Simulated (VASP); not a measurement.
Write the native input for VASP 6.6.1 that does the following.

```yaml
Task: single point
Functional: LDA
Potentials_or_basis: VASP PAW LDA potentials, release 64 (Ta_pv)
Cutoff: 520 eV
k_mesh: 15 × 15 × 1
Occupations: fermi-dirac, width 0.1 eV
Spin: no spin polarisation
Dipole_correction: yes
Further_INCAR_settings: ALGO = Normal; EDIFF = 1e-06; NBANDS = 24
```

The structure of Ta lies in POSCAR:

```
Ta
1.0
    2.8181880382      0.0000000000      0.0000000000
   -0.9393960127      2.6570131632      0.0000000000
    0.0000000000      0.0000000000     17.4576000000
Ta
3
Direct
    0.0000000000      0.0000000000      0.3723292990
    0.5000000000      0.5000000000      0.4999999649
    0.0000000000      0.0000000000      0.6276707010
```

One way to write it, as run:

INCAR

```
ALGO = Normal ; DIPOL = 0.5 0.5 0.500
EDIFF = 1E-6 ; ENCUT = 520
IDIPOL = 3 ; ISIF = 2
ISMEAR = -1 ; LASPH = True
LCHARG = False ; LDIPOL = True
LREAL = False ; LWAVE = False
NBANDS = 24 ; NELM = 80
PREC = Accurate ; SIGMA = 0.1
```

KPOINTS

```
k-points
0
Gamma
  15 15 1
```

Potentials or basis: VASP PAW LDA potentials, release 64 (Ta_pv).

Launch:

```sh
$ cat potpaw_LDA.64/Ta_pv/POTCAR > POTCAR
$ mpirun -np 1 vasp_std > vasp.out
```

It gave:

```json
{
  "Largest force": "0.052 eV/Å",
  "Band gap on the k mesh": "zero (an odd number of electrons rules out a gap without spin polarisation)"
}
```

Caveat: spin-orbit coupling is left out, which moves the levels of the heavy elements.

Wall time 2.2 min on 1 thread of Intel(R) Xeon(R) 6975P-C (Granite Rapids), on a shared host, peak memory 0.32 GiB.
